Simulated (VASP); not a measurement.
Fe, 2 atoms in the cell. Symmetry: P6_3/mmc, No. 194, hexagonal system. The conventional cell has a = 2.798 Å, b = 2.798 Å, c = 4.344 Å, α = 90.00°, β = 90.00°, γ = 120.00°. Fe (site symmetry -6m2) has 12 Fe at 2.71 to 2.80 Å within 3.6 Å. 

| Quantity | Value |
| --- | --- |
| Program | VASP 6.6.1 |
| Task | single point |
| Functional | PBEsol |
| Potentials or basis | VASP PAW PBE potentials, release 64 (Fe) |
| Cutoff | 520 eV |
| k mesh | 6 × 6 × 4 |
| Occupations | gaussian, width 0.1 eV |
| Spin | collinear spin, ferromagnetic start |
| Starting moments | [4.0, 4.0] μB |
| Dipole correction | no |
| Further INCAR settings | ALGO = Normal; EDIFF = 1e-06; NBANDS = 19 |

Potentials or basis: VASP PAW PBE potentials, release 64 (Fe).

The run is started by

```bash
$ cat potpaw_PBE.64/Fe/POTCAR > POTCAR
$ mpirun -np 1 vasp_std > vasp.out
```

Hardware: 1 thread of Intel(R) Xeon(R) Platinum 8259CL CPU @ 2.50GHz (Skylake/Cascade Lake) (shared host).

How long does it take, and how much memory?

Run time: 30 s on 1 thread of Intel(R) Xeon(R) Platinum 8259CL CPU @ 2.50GHz (Skylake/Cascade Lake) (shared host), peak memory 0.16 GiB. Counts: scf iterations 13, k points 21.
